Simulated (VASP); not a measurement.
# Re (P6_3/mmc) in VASP: a series of runs

Re is run at these levels: r2SCAN; tasks: single point, relaxation of shape and atoms at fixed volume.

Everything below comes from runs of VASP 6.6.1. Logs are shortened: lines on timing, memory, paths and dates and some standing lists are left out, and cuts for length are marked.

**1. The cell of the first run**

The structure is hexagonal, space group P6_3/mmc (No. 194). Conventional cell: a = 2.758 Å, b = 2.758 Å, c = 4.463 Å, α = 90.00°, β = 90.00°, γ = 120.00°. Re (site symmetry -6m2) has 12 Re at 2.74 to 2.76 Å within 3.6 Å.

**2. Single point, r2SCAN (14.70 Å³/atom)**

POSCAR

```
Re
1.0
    2.7578195453      0.0000000000      0.0000000000
   -1.3789097727      2.3883417853      0.0000000000
    0.0000000000      0.0000000000      4.4625677689
Re
2
Direct
    0.3333333333      0.6666666667      0.7500000000
    0.6666666667      0.3333333333      0.2500000000
```

INCAR.step1

```
SYSTEM = Re
PREC = Accurate
ENCUT = 520
ISMEAR = 0
SIGMA = 0.05
LREAL = .False.
LASPH = .True.
NELM = 80
NBANDS = 14
GGA = PE
ALGO = Normal
EDIFF = 1E-4
LWAVE = .True.
LCHARG = .False.
```

INCAR.step2

```
SYSTEM = Re
PREC = Accurate
ENCUT = 520
EDIFF = 1E-6
ISMEAR = 0
SIGMA = 0.05
LREAL = .False.
LASPH = .True.
NELM = 80
ALGO = Normal
ISIF = 2
LWAVE = .False.
LCHARG = .True.
METAGGA = R2SCAN
LMIXTAU = .True.
LELF = .True.
LVHAR = .True.
NBANDS = 14
ISTART = 1
```

KPOINTS

```
Automatic mesh
0
Gamma
  18 18 10
  0 0 0
```

Potentials or basis: VASP PAW PBE potentials, release 64 (Re).

Run with:

```bash
$ cat potpaw_PBE.64/Re/POTCAR > POTCAR
$ cp INCAR.step1 INCAR
$ mpirun -np 1 vasp_std > vasp.out
$ cp INCAR.step2 INCAR
$ mpirun -np 1 vasp_std > vasp.out
```

OUTCAR:

```text
SYSTEM = Re
   PREC = Accurate
   ENCUT = 520
   EDIFF = 1E-6
   ISMEAR = 0
   LREAL = .False.
   LASPH = .True.
   NELM = 80
   ISIF = 2
   METAGGA = R2SCAN
   ISTART = 1

 ion  position               nearest neighbor table
   1  0.333  0.667  0.750-   2 2.74   2 2.74   2 2.74   2 2.74   2 2.74   2 2.74
   2  0.667  0.333  0.250-   1 2.74   1 2.74   1 2.74   1 2.74   1 2.74   1 2.74

  LATTYP: Found a hexagonal cell.
 ALAT       =     2.7578195453
 C/A-ratio  =     1.6181507512

  Lattice vectors:

 A1 = (   2.7578195453,   0.0000000000,   0.0000000000)
 A2 = (  -1.3789097727,   2.3883417853,   0.0000000000)
 A3 = (   0.0000000000,   0.0000000000,   4.4625677689)

Analysis of symmetry for initial positions (statically):
=====================================================================
 Subroutine PRICEL returns:
 Original cell was already a primitive cell.

 Routine SETGRP: Setting up the symmetry group for a
 hexagonal supercell.

 Subroutine GETGRP returns: Found 24 space group operations
 (whereof 12 operations were pure point group operations)
 out of a pool of 24 trial point group operations.

The static configuration has the point symmetry D_3d.
 The point group associated with its full space group is D_6h.

Analysis of symmetry for dynamics (positions and initial velocities):
=====================================================================
 Subroutine PRICEL returns:
 Original cell was already a primitive cell.

 Routine SETGRP: Setting up the symmetry group for a
 hexagonal supercell.

 Subroutine GETGRP returns: Found 24 space group operations
 (whereof 12 operations were pure point group operations)
 out of a pool of 24 trial point group operations.

The dynamic configuration has the point symmetry D_3d.
 The point group associated with its full space group is D_6h.

 Subroutine INISYM returns: Found 24 space group operations
 (whereof 12 operations are pure point group operations),
 and found     1 'primitive' translations

----------------------------------------------------------------------------------------

                                     Primitive cell

  volume of cell :      29.3932

  direct lattice vectors                    reciprocal lattice vectors
     2.757819545  0.000000000  0.000000000     0.362605306  0.209350271  0.000000000
    -1.378909773  2.388341785  0.000000000     0.000000000  0.418700542  0.000000000
     0.000000000  0.000000000  4.462567769     0.000000000  0.000000000  0.224086233

  length of vectors
     2.757819545  2.757819545  4.462567769     0.418700542  0.418700542  0.224086233

  position of ions in fractional coordinates (direct lattice)
     0.333333333  0.666666667  0.750000000
     0.666666667  0.333333333  0.250000000

  ion indices of the primitive-cell ions
   primitive index   ion index
                 1           1
                 2           2

----------------------------------------------------------------------------------------

 KPOINTS: Automatic mesh

Automatic generation of k-mesh.
 Grid dimensions read from file:
 generate k-points for:   18   18   10

 Generating k-lattice:

  Cartesian coordinates                     Fractional coordinates (reciprocal lattice)
     0.020144739  0.011630571  0.000000000     0.055555556  0.000000000  0.000000000
     0.000000000  0.023261141  0.000000000     0.000000000  0.055555556  0.000000000
     0.000000000  0.000000000  0.022408623     0.000000000  0.000000000  0.100000000

  Length of vectors
     0.023261141  0.023261141  0.022408623

  Shift w.r.t. Gamma in fractional coordinates (k-lattice)
     0.000000000  0.000000000  0.000000000

 Subroutine IBZKPT returns following result:
 ===========================================

 Found    222 irreducible k-points:

 Following reciprocal coordinates:
            Coordinates               Weight
  0.000000  0.000000  0.000000      1.000000
  0.055556  0.000000  0.000000      6.000000
  0.111111  0.000000  0.000000      6.000000
  0.166667  0.000000  0.000000      6.000000
  0.222222 -0.000000  0.000000      6.000000
  0.277778  0.000000  0.000000      6.000000
[... 16 lines left out ...]
  0.333333  0.111111  0.000000     12.000000
  0.388889  0.111111  0.000000     12.000000
 [... further k-points ...]
   k-points           NKPTS =    222   k-points in BZ     NKDIM =    222   number of bands    NBANDS=     14
   number of dos      NEDOS =    301   number of ions     NIONS =      2
   total plane-waves  NPLWV =  20736
   dimension x,y,z NGX =    24 NGY =   24 NGZ =   36
   dimension x,y,z NGXF=    48 NGYF=   48 NGZF=   72
   ions per type =               2
   NGX,Y,Z   is equivalent  to a cutoff of  14.47, 14.47, 13.41 a.u.
   NGXF,Y,Z  is equivalent  to a cutoff of  28.94, 28.94, 26.82 a.u.
 SYSTEM =  Re
   PREC   = accura    normal or accurate (medium, high low for compatibility)
   ISTART =      1    job   : 0-new  1-cont  2-samecut
   ICHARG =      0    charge: 1-file 2-atom 10-const
   ISPIN  =      1    spin polarized calculation?
   LNONCOLLINEAR =      F non collinear calculations
   LSORBIT =      F    spin-orbit coupling
   LASPH  =      T    aspherical Exc in radial PAW
   ENCUT  =  520.0 eV  38.22 Ry    6.18 a.u.   5.13  5.13  8.30*2*pi/ulx,y,z
   NELM   =     80;   NELMIN=  2; NELMDL=  0     # of ELM steps
   EDIFF  = 0.1E-05   stopping-criterion for ELM
   LREAL  =      F    real-space projection
   EDIFFG = 0.1E-04   stopping-criterion for IOM
   NSW    =      0    number of steps for IOM
   IBRION =     -1    ionic relax: 0-MD 1-quasi-New 2-CG
   NFREE  =      0    steps in history (QN), initial steepest desc. (CG)
   ISIF   =      2    stress and relaxation
   ISYM   =      2    0-nonsym 1-usesym 2-fastsym
   POTIM  = 0.5000    time-step for ionic-motion
   TEBEG  =    0.0;   TEEND  =   0.0 temperature during run
   PSTRESS=    0.0 pullay stress
   NELECT =      14.0000    total number of electrons
   NUPDOWN=      -1.0000    fix difference up-down
   EMIN   =  10.00;   EMAX   =-10.00  energy-range for DOS
   EFERMI =   0.00;   METHOD = LEGACY
   ISMEAR =     0;   SIGMA  =   0.05  broadening in eV -4-tet -1-fermi 0-gaus
   EFERMI_NEDOS =   21; number of points for ismear=-14 and -15
   IALGO  =     38    algorithm
   IMIX   =      4    mixing-type and parameters
     AMIX     =   0.40;   BMIX     =  1.00
     AMIX_MAG =   1.60;   BMIX_MAG =  1.00
  volume/ion in A,a.u.               =      14.70        99.18
  Fermi-wavevector in a.u.,A,eV,Ry     =   1.278503  2.416021 22.239678  1.634570
  Thomas-Fermi vector in A             =   2.411042
   LORBIT       =      0    0 simple, 1 ext, 2 COOP (PROOUT), +10 PAW based schemes
   METAGGA = R2SCAN    functional components
   LHFCALC =     F    Hartree Fock is set to
   AEXX    =    0.0000 exact exchange contribution
   IVDW    =     0    specifies the selected vdW correction
   LEPSILON=     F    determine dielectric tensor
   LRPA    =     F    only Hartree local field effects (RPA)
 non-spin polarized calculation
 Gauss-broadening in eV      SIGMA  =   0.05
  energy-cutoff  :      520.00
  volume of cell :       29.39
 maximum number of plane-waves:       808
 NGX is ok and might be reduce to    24
   NGX = 11   NGY = 11   NGZ = 17

 number of electron      14.0000000 magnetization

 Free energy of the ion-electron system (eV)
  ---------------------------------------------------
  ext. energy  EPLUGINS =         0.00000000
  ---------------------------------------------------
  free energy    TOTEN  =      -104.90130490 eV

  energy without entropy =     -104.89947004  energy(sigma->0) =     -104.90038747

 E-fermi :   7.6796     XC(G=0): -14.9975

 val. band max:        7.6585065479   @ k =   0.2778   0.1667   0.5000
 cond. band min:       7.6846156532   @ k =   0.1667   0.0556   0.1000
 fundamental gap:      0.0261091052
 Fermi energy:         7.6796131396

 k-point     1 :       0.0000    0.0000    0.0000
  band No.  band energies     occupation
      1      -2.6536      2.00000
      2       0.7564      2.00000
      3       6.0277      2.00000
      4       6.0768      2.00000
      5       6.0768      2.00000
      6       6.9363      2.00000
      7       6.9363      2.00000
      8       7.9356      0.00000
      9       7.9356      0.00000
     10       8.2258      0.00000
     11      11.2239      0.00000
     12      11.2239      0.00000
     13      18.2446      0.00000
     14      22.5364      0.00000

 k-point     2 :       0.0556    0.0000    0.0000
  band No.  band energies     occupation
      1      -2.5204      2.00000
      2       0.8815      2.00000
      3       5.6709      2.00000
      4       6.1978      2.00000
      5       6.3869      2.00000
      6       6.8393      2.00000
      7       7.0507      2.00000
      8       7.6125      1.94243
      9       7.8325      0.00002
     10       7.9592      0.00000
     11      11.2926      0.00000
     12      11.8184      0.00000
     13      18.2384      0.00000
     14      22.8326      0.00000

 k-point     3 :       0.1111    0.0000    0.0000
  band No.  band energies     occupation
      1      -2.1320      2.00000
      2       1.2334      2.00000
      3       5.2229      2.00000
      4       6.5179      2.00000
      5       6.5569      2.00000
      6       6.6299      2.00000
      7       6.8121      2.00000
      8       7.3887      2.00000
      9       7.5616      1.99916
     10       7.7440      0.06870
     11      11.4639      0.00000
     12      13.0439      0.00000
     13      18.1906      0.00000
     14      23.6469      0.00000

 k-point     4 :       0.1667    0.0000    0.0000
  band No.  band energies     occupation
      1      -1.5242      2.00000
      2       1.7236      2.00000
      3       4.7810      2.00000
      4       5.5798      2.00000
      5       6.1852      2.00000
      6       7.1405      2.00000
      7       7.1997      2.00000
      8       7.2801      2.00000
      9       7.4705      2.00000
     10       7.9344      0.00000
     11      11.6706      0.00000
     12      14.4507      0.00000
     13      18.0537      0.00000
     14      24.6271      0.00000

 k-point     5 :       0.2222   -0.0000    0.0000
  band No.  band energies     occupation
      1      -0.7633      2.00000
      2       2.1413      2.00000
      3       4.5269      2.00000
      4       4.6103      2.00000
      5       5.8960      2.00000
      6       6.8145      2.00000
      7       7.1637      2.00000
      8       7.9234      0.00000
      9       7.9239      0.00000
     10       8.6593      0.00000
     11      11.8618      0.00000
[... 276 lines left out ...]
 k-point    22 :       0.2778    0.1111    0.0000
  band No.  band energies     occupation
      1       1.1296      2.00000
      2       2.4147      2.00000
      3       3.0599      2.00000
      4       4.4086      2.00000
      5       5.6747      2.00000
      6       6.2044      2.00000
      7       6.8097      2.00000
      8       9.1066      0.00000
      9      10.3676      0.00000
     10      11.4113      0.00000
     11      11.8881      0.00000
     12      17.5575      0.00000
     13      19.2314      0.00000
     14      20.2505      0.00000

 k-point    23 :       0.3333    0.1111    0.0000
  band No.  band energies     occupation
      1       1.6276      2.00000
      2       2.1517      2.00000
      3       2.6068      2.00000
      4       4.8250      2.00000
      5       5.5724      2.00000
      6       6.4830      2.00000
      7       6.6722      2.00000
      8      10.0586      0.00000
      9      11.1682      0.00000
     10      11.9254      0.00000
     11      12.5334      0.00000
     12      17.8293      0.00000
     13      18.2778      0.00000
     14      20.3645      0.00000

 k-point    24 :       0.3889    0.1111    0.0000
  band No.  band energies     occupation
      1       1.8459      2.00000
      2       1.9861      2.00000
      3       2.3282      2.00000
      4       5.2560      2.00000
      5       5.5497      2.00000
      6       6.2354      2.00000
      7       7.0198      2.00000
      8      11.0264      0.00000
      9      11.6657      0.00000
     10      11.9440      0.00000
     11      13.5709      0.00000
     12      16.5152      0.00000
     13      18.4427      0.00000
     14      19.5816      0.00000

 [... further k-points ...]

------------------------ aborting loop because EDIFF is reached ----------------------------------------

  FORCE on cell =-STRESS in cart. coord.  units (eV):
  Direction    XX          YY          ZZ          XY          YZ          ZX
  --------------------------------------------------------------------------------------
  -------------------------------------------------------------------------------------
  Total        0.0143889      0.0143889      0.0030301     -0.0000000      0.0000000      0.0000000
  in kB        0.7843138      0.7843138      0.1651649     -0.0000000      0.0000000      0.0000000
  external PRESSURE =       0.5779308 kB  Pullay stress =       0.0000000 kB

 VOLUME and BASIS-vectors are now :
 -----------------------------------------------------------------------------
  energy-cutoff  :      520.00
  volume of cell :       29.39
      direct lattice vectors                 reciprocal lattice vectors
     2.757819545  0.000000000  0.000000000     0.362605306  0.209350271  0.000000000
    -1.378909773  2.388341785  0.000000000     0.000000000  0.418700542  0.000000000
     0.000000000  0.000000000  4.462567769     0.000000000  0.000000000  0.224086233

 POSITION                                       TOTAL-FORCE (eV/Angst)
 -----------------------------------------------------------------------------------
     -0.00000      1.59223      3.34693        -0.000000      0.000000      0.000000
      1.37891      0.79611      1.11564         0.000000     -0.000000      0.000000
 -----------------------------------------------------------------------------------
    total drift:                               -0.000000      0.000000     -0.000000

  FREE ENERGIE OF THE ION-ELECTRON SYSTEM (eV)
  ---------------------------------------------------
  free  energy   TOTEN  =      -104.9013049034 eV

  energy  without entropy=     -104.8994700425  energy(sigma->0) =     -104.90038747
```

Wall time 3.5 min (1 thread of Intel Xeon Platinum 8488C (Sapphire Rapids), shared host); peak memory 0.22 GiB.

Results:

```
Free energy            : -104.9013 eV
Pressure               : 0.1 GPa
Band gap on the k mesh : zero (bands 7 and 8 overlap by 3.20 eV)
```

Levels at points of the mesh, in eV from the Fermi level:
| k point | band 4 | band 5 | band 6 | band 7 | band 8 | band 9 | band 10 | band 11 |
| --- | --- | --- | --- | --- | --- | --- | --- | --- |
| (0.00, 0.00, 0.00) | -1.60 | -1.60 | -0.74 | -0.74 | 0.26 | 0.26 | 0.55 | 3.54 |
| (0.50, 0.00, 0.00) | -1.96 | -1.85 | -1.45 | -0.63 | 4.16 | 4.56 | 4.70 | 6.30 |
| (0.00, 0.00, 0.50) | -2.51 | -1.73 | -1.73 | -1.73 | -1.73 | 2.69 | 2.69 | 2.69 |
| (0.50, 0.00, 0.50) | -4.28 | 0.46 | 0.46 | 0.93 | 0.93 | 4.48 | 4.48 | 4.97 |

Caveat: the PAW data sets were made with another functional, which shifts forces and pressure a little; spin-orbit coupling is left out, which moves the levels of the heavy elements.

(Part 1 of 2 ends here.)

The gap in the log of VASP goes by the Fermi energy; the results here count the filled bands.